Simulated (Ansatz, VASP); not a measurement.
Given: the input of a run of Ansatz 0.2.0 on NaLa.

Contents of input.yaml:

```yaml
crystal:
  lattice:
    - [3.6499556371, 0.0, 0.0]
    - [-1.8249778185, 3.1609543044, 0.0]
    - [0.0, 0.0, 6.5623602402]
  atoms:
    - { symbol: La, position: [0.3333333333, 0.6666666667, 0.5] }
    - { symbol: Na, position: [0.0, 0.0, 0.0] }
kpoints:
  mp_grid: { grid: [9, 9, 4] }
scf:
  occupations: { method: gaussian, width: 0.05 }
hamiltonian:
  xc: lda
  pseudopotentials: { kind: all_electron, lapw: { basis_error: 0.001 } }
output:
  forces: true
  stress: true
  eigenvalues: true
```

Potentials or basis: all-electron LAPW, scalar-relativistic.

Run with:

```sh
$ ansatz run input.yaml --threads 2 --pin off --max-ram 6144MiB --backend cpu --events-out ev --progress --plain --runs-dir out
```

**Question.** Translate it to VASP 6.6.1. Potentials there: VASP PAW LDA potentials, release 64 (La, Na_pv).

**Answer.** As run (the cutoff follows the program's own potentials):

File INCAR:

```
ALGO = Normal
EDIFF = 1E-7
ENCUT = 520
GGA = CA
ISIF = 2
ISMEAR = 0
LASPH = T
LCHARG = T
LELF = T
LREAL = F
LVHAR = T
LWAVE = F
NBANDS = 16
NELM = 60
PREC = Accurate
SIGMA = 0.05
```

File KPOINTS:

```
k-points
0
Gamma
  9 9 4
```

POSCAR

```
NaLa
1.0
    3.6499556371      0.0000000000      0.0000000000
   -1.8249778185      3.1609543044      0.0000000000
    0.0000000000      0.0000000000      6.5623602402
La Na
1 1
Direct
    0.3333333333      0.6666666667      0.5000000000
    0.0000000000      0.0000000000      0.0000000000
```

Potentials or basis: VASP PAW LDA potentials, release 64 (La, Na_pv).

Run with:

```console
$ cat potpaw_LDA.64/La/POTCAR potpaw_LDA.64/Na_pv/POTCAR > POTCAR
$ mpirun -np 1 vasp_std > vasp.out
```

Both were run:

|  | VASP | Ansatz | Ansatz less VASP |
| --- | --- | --- | --- |
| gap on the k mesh at the Fermi level (eV) | none | none | - |
| pressure (GPa) | -2.6 | -2.5 | +0.05 |
| traceless stress, the component that is largest in VASP (GPa) | 0.56 | 0.54 | -0.027 |

LDA's correlation is that of Perdew and Zunger in VASP and of Perdew and Wang (1992) in Ansatz. A gap of «none» marks a metal or a gap that the smearing closes. Ansatz ran all-electron here, and VASP with PAW potentials.

Neither program's run includes spin-orbit coupling.
